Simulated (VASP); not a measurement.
## In2O3: single point with LDA

**Measured values to compare with.**

“Fabrication and performance enhancement of an In2O3/BiVO4 heterojunction for N-butanol gas sensing applications”, 2024, pmc:11650617 reports, for a powder of In2O3: band gap 3.08 eV (optical).

In2O3:

```
In O
1.0
     2.73050    1.57645    4.78976
    -2.73050    1.57645    4.78976
     0.00000   -3.15291    4.78976
In O
4 6
Cartesian
  0.0000 0.0000 5.1396
  0.0000 0.0000 2.0450
  0.0000 0.0000 9.2297
  0.0000 0.0000 12.3243
  -1.1166 1.5765 8.3821
  -0.8070 -1.7552 8.3821
  1.9235 0.1787 8.3821
  1.1166 -1.5765 5.9872
  0.8070 1.7552 5.9872
  -1.9235 -0.1787 5.9872
```

* Program: VASP 6.6.1
* Task: single point
* Functional: LDA
* Potentials or basis: VASP PAW LDA potentials, release 64 (In_d, O)
* Cutoff: 520 eV
* k mesh: 6 × 6 × 6
* Occupations: gaussian, width 0.02 eV
* Spin: no spin polarisation
* Dipole correction: no
* Further INCAR settings: ALGO = Normal; EDIFF = 1e-07; NBANDS = 55

* Pressure: 0.8 GPa
* Largest force: 0.005 eV/Å
* Band gap on the k mesh: 1.32 eV (least direct gap 1.35 eV)

Forces on the atoms (eV/Å):
```
In   0.000  0.000  0.001
In   0.000  0.000 -0.001
In   0.000  0.000 -0.001
In   0.000  0.000  0.001
O   -0.005  0.000  0.000
O    0.002 -0.004  0.000
O    0.002  0.004  0.000
O    0.005  0.000  0.000
O   -0.002  0.004  0.000
O   -0.002 -0.004  0.000
```

Stress tensor (GPa, compression positive):
```
0.88 0.00 0.00
0.00 0.88 0.00
0.00 0.00 0.70
```

Levels at points of the mesh, in eV from the valence-band top:
| k point | band 40 | band 41 | band 42 | band 43 | band 44 | band 45 | band 46 | band 47 | band 48 | band 49 |
| --- | --- | --- | --- | --- | --- | --- | --- | --- | --- | --- |
| (0.00, 0.00, 0.00) | -0.41 | -0.28 | -0.28 | -0.03 | -0.03 | 1.32 | 5.41 | 6.27 | 7.20 | 9.24 |
| (0.50, 0.00, 0.00) | -0.99 | -0.75 | -0.75 | -0.07 | -0.07 | 4.99 | 4.99 | 5.87 | 5.87 | 8.34 |
| (0.50, 0.50, 0.00) | -0.92 | -0.58 | -0.34 | -0.08 | -0.04 | 5.25 | 5.52 | 6.46 | 6.51 | 7.29 |
| (0.50, 0.50, 0.50) | -1.16 | -0.20 | -0.20 | -0.20 | -0.20 | 4.43 | 4.43 | 7.21 | 7.21 | 8.15 |

Wall time 9.1 min on 1 thread of Intel Xeon 8259CL (shared host), peak memory 0.34 GiB.

Against the measured gap of In2O3, 3.08 eV (optical; powder; “Fabrication and performance enhancement of an In2O3/BiVO4 heterojunction for N-butanol gas sensing applications”, 2024, pmc:11650617), the calculated 1.32 eV is off by -1.76 eV. So large a miss can be the level of theory's own, or it may mean another phase, state or a wrong row. Spin-orbit coupling on In is left out. The value is that of LDA on a finite k mesh, which can miss the band edges, without temperature or zero-point motion. Semilocal functionals fall short of measured gaps as a rule.

Caveat: spin-orbit coupling is left out, which moves the levels of the heavy elements.
